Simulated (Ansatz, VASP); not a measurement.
**KTaO3 in VASP and in Ansatz**

The input INCAR:

```
PREC = Accurate
ENCUT = 520
EDIFF = 1E-7
ISMEAR = 0
SIGMA = 0.05
LREAL = False
LASPH = True
NELM = 80
ALGO = Normal
ISIF = 2
LWAVE = False
LCHARG = False
GGA = PE
NBANDS = 27
```

The input KPOINTS:

```
regular mesh
0
Gamma
  8 8 8
```

File POSCAR:

```
KTaO3
1.0
    3.9883000000      0.0000000000      0.0000000000
    0.0000000000      3.9883000000      0.0000000000
    0.0000000000      0.0000000000      3.9883000000
K Ta O
1 1 3
Direct
    0.5000000000      0.5000000000      0.5000000000
    0.0000000000      0.0000000000      0.0000000000
    0.5000000000      0.0000000000      0.0000000000
    0.0000000000      0.5000000000      0.0000000000
    0.0000000000      0.0000000000      0.5000000000
```

Input for Ansatz:

```yaml
crystal:
  lattice:
    - [3.9883, 0.0, 0.0]
    - [0.0, 3.9883, 0.0]
    - [0.0, 0.0, 3.9883]
  atoms:
    - { symbol: K, position: [0.5, 0.5, 0.5] }
    - { symbol: Ta, position: [0.0, 0.0, 0.0] }
    - { symbol: O, position: [0.5, 0.0, 0.0] }
    - { symbol: O, position: [0.0, 0.5, 0.0] }
    - { symbol: O, position: [0.0, 0.0, 0.5] }
basis:
  ecutwfc: 420
kpoints:
  mp_grid: { grid: [8, 8, 8] }
hamiltonian:
  xc: pbe
scf:
  occupations: { method: gaussian, width: 0.05 }
output:
  forces: true
  stress: true
  eigenvalues: true
  write_density: true
  write_potential: true
  elf: true
  volumetric_format: npy
```

Alike in both runs: task single point; functional PBE; k mesh 8 × 8 × 8; occupations gaussian, width 0.05 eV; no spin polarisation.

|  | VASP | Ansatz |
| --- | --- | --- |
| version | VASP 6.6.1 | Ansatz 0.2.0 |
| potentials or method | VASP PAW PBE potentials, release 64 (K_sv, Ta_pv, O), cutoff 520 eV | scalar-relativistic, plane waves, PAW |
| valence electrons in the cell | 38 | 40 |

Ansatz gave:

- gap on the k mesh at the Fermi level (eV): 2.22
- least direct gap on the mesh (eV): 2.83
- pressure (GPa): 5.4

Task: What did VASP give for the same quantities?

Result: gap on the k mesh at the Fermi level (eV): 2.18; least direct gap on the mesh (eV): 2.80; pressure (GPa): 6.1.

VASP's potentials hold 38 valence electrons a cell and Ansatz's 40, so a difference there can come from the potentials and not from the codes.

Neither program's run includes spin-orbit coupling.
